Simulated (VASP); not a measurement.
# TiAl (Pm) in VASP: single point with PBEsol

Aim: the single point of TiAl with PBEsol.

Program: VASP 6.6.1. These are calculated values, not measurements. Logs are shortened: lines on timing, memory, paths and dates and some standing lists are left out, and cuts for length are marked.

### Step 1. The cell of the first run

The structure is monoclinic, space group Pm (No. 6). Conventional cell: a = 2.848 Å, b = 4.620 Å, c = 2.848 Å, α = 90.00°, β = 120.00°, γ = 90.00°. Within 3.6 Å of Ti (site symmetry m) lie 6 Al at 2.73 to 2.96 Å and 6 Ti at 2.85 Å. Within 3.6 Å of Al (site symmetry m) lie 6 Ti at 2.73 to 2.96 Å and 6 Al at 2.85 Å.

### Step 2. Single point, PBEsol (atom 1 (Ti) moved by (-0.100, -0.200) A along x and y)

Input file INCAR:

```
SYSTEM = TiAl
ALGO = Fast
EDIFF = 1E-6
ENCUT = 520
GGA = PS
ISIF = 2
ISMEAR = 0
LASPH = .True.
LCHARG = .True.
LELF = .True.
LREAL = .False.
LVHAR = .True.
LWAVE = .False.
NBANDS = 14
NELM = 60
PREC = Accurate
SIGMA = 0.15
```

Input file KPOINTS:

```
k-points
0
Gamma
  24 24 14
  0 0 0
```

Input file POSCAR:

```
TiAl
1.0
    2.8478212847      0.0000000000      0.0000000000
   -1.4239106423      2.4662855780      0.0000000000
    0.0000000000      0.0000000000      4.6199447394
Ti Al
1 1
Direct
   -0.0756613679     -0.0810936097      0.0000000000
    0.3333333333      0.6666666667      0.5000000000
```

Potentials or basis: VASP PAW PBE potentials, release 64 (Ti_sv, Al).

The run is started by

```sh
cat potpaw_PBE.64/Ti_sv/POTCAR potpaw_PBE.64/Al/POTCAR > POTCAR
mpirun -np 1 vasp_std > vasp.out
```

OUTCAR:

```text
SYSTEM = TiAl
   EDIFF = 1E-6
   ENCUT = 520
   GGA = PS
   ISIF = 2
   ISMEAR = 0
   LASPH = .True.
   LREAL = .False.
   NELM = 60
   PREC = Accurate

 ion  position               nearest neighbor table
   1  0.924  0.919  0.000-   2 2.73   2 2.73   2 2.84   2 2.84   2 2.96   2 2.96
   2  0.333  0.667  0.500-   1 2.73   1 2.73   1 2.84   1 2.84   1 2.96   1 2.96

  LATTYP: Found a hexagonal cell.
 ALAT       =     2.8478212847
 C/A-ratio  =     1.6222734075

  Lattice vectors:

 A1 = (   2.8478212847,   0.0000000000,   0.0000000000)
 A2 = (  -1.4239106423,   2.4662855780,   0.0000000000)
 A3 = (   0.0000000000,   0.0000000000,   4.6199447394)

Analysis of symmetry for initial positions (statically):
=====================================================================
 Subroutine PRICEL returns:
 Original cell was already a primitive cell.

 Routine SETGRP: Setting up the symmetry group for a
 hexagonal supercell.

 Subroutine GETGRP returns: Found  2 space group operations
 (whereof  2 operations were pure point group operations)
 out of a pool of 24 trial point group operations.

The static configuration has the point symmetry C_1h.

Analysis of symmetry for dynamics (positions and initial velocities):
=====================================================================
 Subroutine PRICEL returns:
 Original cell was already a primitive cell.

 Routine SETGRP: Setting up the symmetry group for a
 hexagonal supercell.

 Subroutine GETGRP returns: Found  2 space group operations
 (whereof  2 operations were pure point group operations)
 out of a pool of 24 trial point group operations.

The dynamic configuration has the point symmetry C_1h.

 Subroutine INISYM returns: Found  2 space group operations
 (whereof  2 operations are pure point group operations),
 and found     1 'primitive' translations

----------------------------------------------------------------------------------------

                                     Primitive cell

  volume of cell :      32.4484

  direct lattice vectors                    reciprocal lattice vectors
     2.847821285  0.000000000  0.000000000     0.351145630  0.202734024  0.000000000
    -1.423910642  2.466285578  0.000000000     0.000000000  0.405468048  0.000000000
     0.000000000  0.000000000  4.619944739     0.000000000  0.000000000  0.216452805

  length of vectors
     2.847821285  2.847821285  4.619944739     0.405468048  0.405468048  0.216452805

  position of ions in fractional coordinates (direct lattice)
     0.924338632  0.918906390  0.000000000
     0.333333333  0.666666667  0.500000000

  ion indices of the primitive-cell ions
   primitive index   ion index
[... 88 lines left out ...]
   EFERMI =   0.00;   METHOD = LEGACY
   ISMEAR =     0;   SIGMA  =   0.15  broadening in eV -4-tet -1-fermi 0-gaus
   EFERMI_NEDOS =   21; number of points for ismear=-14 and -15
   IALGO  =     68    algorithm
   IMIX   =      4    mixing-type and parameters
     AMIX     =   0.40;   BMIX     =  1.00
     AMIX_MAG =   1.60;   BMIX_MAG =  1.00
  volume/ion in A,a.u.               =      16.22       109.49
  Fermi-wavevector in a.u.,A,eV,Ry     =   1.265827  2.392066 21.800854  1.602318
  Thomas-Fermi vector in A             =   2.399060
   LORBIT       =      0    0 simple, 1 ext, 2 COOP (PROOUT), +10 PAW based schemes
   GGA     = PS    functional components
   LHFCALC =     F    Hartree Fock is set to
   AEXX    =    0.0000 exact exchange contribution
   IVDW    =     0    specifies the selected vdW correction
   LEPSILON=     F    determine dielectric tensor
   LRPA    =     F    only Hartree local field effects (RPA)
 non-spin polarized calculation
 RMM-DIIS sequential band-by-band and
 Gauss-broadening in eV      SIGMA  =   0.15
  energy-cutoff  :      520.00
  volume of cell :       32.45
 maximum number of plane-waves:       888
 NGX is ok and might be reduce to    24
   NGX = 11   NGY = 11   NGZ = 17

 number of electron      15.0000003 magnetization

 Free energy of the ion-electron system (eV)
  ---------------------------------------------------
  ext. energy  EPLUGINS =         0.00000000
  ---------------------------------------------------
  free energy    TOTEN  =       -12.89600331 eV

  energy without entropy =      -12.86724901  energy(sigma->0) =      -12.88162616

 E-fermi :   8.0348     XC(G=0): -11.1432

 val. band max:        8.0346934487   @ k =  -0.3333  -0.3750  -0.2143
 cond. band min:       8.0354444527   @ k =   0.3750   0.2500   0.2857
 fundamental gap:      0.0007510040
 Fermi energy:         8.0347598348

 k-point     1 :       0.0000    0.0000    0.0000
  band No.  band energies     occupation
      1     -48.1911      2.00000
      2     -24.6202      2.00000
      3     -24.1807      2.00000
      4     -24.1643      2.00000
      5      -0.9975      2.00000
      6       5.7290      2.00000
      7       6.2502      2.00000
      8       9.3327      0.00000
      9       9.3585      0.00000
     10      10.8215      0.00000
     11      10.9153      0.00000
     12      12.1076      0.00000
     13      21.0536      0.00000
     14      21.3337      0.00000
[... 377 lines left out ...]
      1     -48.1125      2.00000
      2     -24.6494      2.00000
      3     -24.5434      2.00000
      4     -24.2727      2.00000
      5       1.6749      2.00000
      6       6.5087      2.00000
      7       6.9597      2.00000
      8       8.0212      1.10179
      9      10.3023      0.00000
     10      11.2479      0.00000
     11      11.5296      0.00000
     12      11.7376      0.00000
     13      13.3026      0.00000
     14      16.7319      0.00000

 [... further k-points ...]

------------------------ aborting loop because EDIFF is reached ----------------------------------------

  FORCE on cell =-STRESS in cart. coord.  units (eV):
  Direction    XX          YY          ZZ          XY          YZ          ZX
  --------------------------------------------------------------------------------------
  -------------------------------------------------------------------------------------
  Total        0.6437478     -0.7053710      0.2446029      0.2839545      0.0000000      0.0000000
  in kB       31.7858246    -34.8285413     12.0775643     14.0205946      0.0000000      0.0000000
  external PRESSURE =       3.0116159 kB  Pullay stress =       0.0000000 kB

 VOLUME and BASIS-vectors are now :
 -----------------------------------------------------------------------------
  energy-cutoff  :      520.00
  volume of cell :       32.45
      direct lattice vectors                 reciprocal lattice vectors
     2.847821285  0.000000000  0.000000000     0.351145630  0.202734024  0.000000000
    -1.423910642  2.466285578  0.000000000     0.000000000  0.405468048  0.000000000
     0.000000000  0.000000000  4.619944739     0.000000000  0.000000000  0.216452805

 POSITION                                       TOTAL-FORCE (eV/Angst)
 -----------------------------------------------------------------------------------
      1.32391      2.26629      0.00000         0.308639      0.333084      0.000000
     -0.00000      1.64419      2.30997        -0.308639     -0.333084      0.000000
 -----------------------------------------------------------------------------------
    total drift:                                0.000027      0.000223     -0.000000

  FREE ENERGIE OF THE ION-ELECTRON SYSTEM (eV)
  ---------------------------------------------------
  free  energy   TOTEN  =       -12.8960033144 eV

  energy  without entropy=      -12.8672490073  energy(sigma->0) =      -12.88162616
```

stdout:

```text
POSCAR found type information on POSCAR TiAl
 POSCAR found :  2 types and       2 ions
 scaLAPACK will be used
 -----------------------------------------------------------------------------
|                                                                             |
|                                                                             |
[... 51 lines left out ...]
WARNING in EDDRMM: call to ZHEGV failed, returncode =   6  3     13
WARNING in EDDRMM: call to ZHEGV failed, returncode =   8  4      9
WARNING in EDDRMM: call to ZHEGV failed, returncode =   8  4      8
WARNING in EDDRMM: call to ZHEGV failed, returncode =   8  4      5
WARNING in EDDRMM: call to ZHEGV failed, returncode =   6  3      9
WARNING in EDDRMM: call to ZHEGV failed, returncode =   8  4      5
WARNING in EDDRMM: call to ZHEGV failed, returncode =   6  3      5
WARNING in EDDRMM: call to ZHEGV failed, returncode =   8  4     14
```

Wall time 21 min (1 thread of AMD EPYC 9R45 (Zen 5), shared host); peak memory 1.1 GiB.

Results:

```yaml
Free_energy: -12.8960 eV
Pressure: 0.3 GPa
Largest_force: 0.454 eV/Å
Band_gap_on_the_k_mesh: zero (an odd number of electrons rules out a gap without spin polarisation)
```

Forces on the atoms (eV/Å):
```
Ti   0.309  0.333  0.000
Al  -0.309 -0.333  0.000
```

Levels at points of the mesh, in eV from the Fermi level:
```csv
k point,band 6,band 7,band 8,band 9,band 10,band 11
"(0.00, 0.00, 0.00)",-2.31,-1.78,1.30,1.32,2.79,2.88
"(0.50, 0.00, 0.00)",-2.78,-1.69,-1.04,2.17,4.08,4.16
"(0.00, 0.50, 0.00)",-2.88,-1.44,-1.00,2.11,3.95,4.08
"(0.50, 0.50, 0.00)",-2.82,-1.60,-1.02,2.15,4.08,4.21
"(0.00, 0.00, 0.50)",-5.32,-0.44,1.31,1.34,2.71,2.79
"(0.50, 0.00, 0.50)",-2.49,-1.76,0.45,0.94,1.95,3.16
"(0.00, 0.50, 0.50)",-2.29,-1.97,0.68,1.00,1.90,2.94
"(0.50, 0.50, 0.50)",-2.42,-1.84,0.55,0.95,1.94,3.09
```

Caveat: the cell differs from its parent crystal (atom 1 (Ti) moved by (-0.100, -0.200) A along x and y); the PAW data sets were made with another functional, which shifts forces and pressure a little.
